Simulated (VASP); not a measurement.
Ge, 2 atoms in the cell. The structure is tetragonal, space group I4_1/amd (No. 141). The conventional cell has a = 4.282 Å, b = 4.282 Å, c = 5.363 Å, α = 90.00°, β = 90.00°, γ = 90.00°. Ge (site symmetry -4m2) has 4 Ge at 2.53 Å within 3.3 Å. 

```yaml
Program: VASP 6.6.1
Task: single point
Functional: LDA
Potentials_or_basis: VASP PAW LDA potentials, release 64 (Ge_d)
Cutoff: 520 eV
k_mesh: 16 × 16 × 16
Occupations: gaussian, width 0.15 eV
Spin: no spin polarisation
Dipole_correction: no
Further_INCAR_settings: ALGO = Normal; EDIFF = 1e-07; NBANDS = 21
```

Potentials or basis: VASP PAW LDA potentials, release 64 (Ge_d).

The run is started by

```console
$ cat potpaw_LDA.64/Ge_d/POTCAR > POTCAR
$ mpirun -np 1 vasp_std > vasp.out
```

Hardware: 1 thread of Intel(R) Xeon(R) 6975P-C (Granite Rapids), with other jobs on the host.

Question: How long does it take, and how much memory?

Answer: Wall time 2 min on 1 thread of Intel(R) Xeon(R) 6975P-C (Granite Rapids), on a shared host, peak memory 0.37 GiB. Counts: scf iterations 12, k points 349.
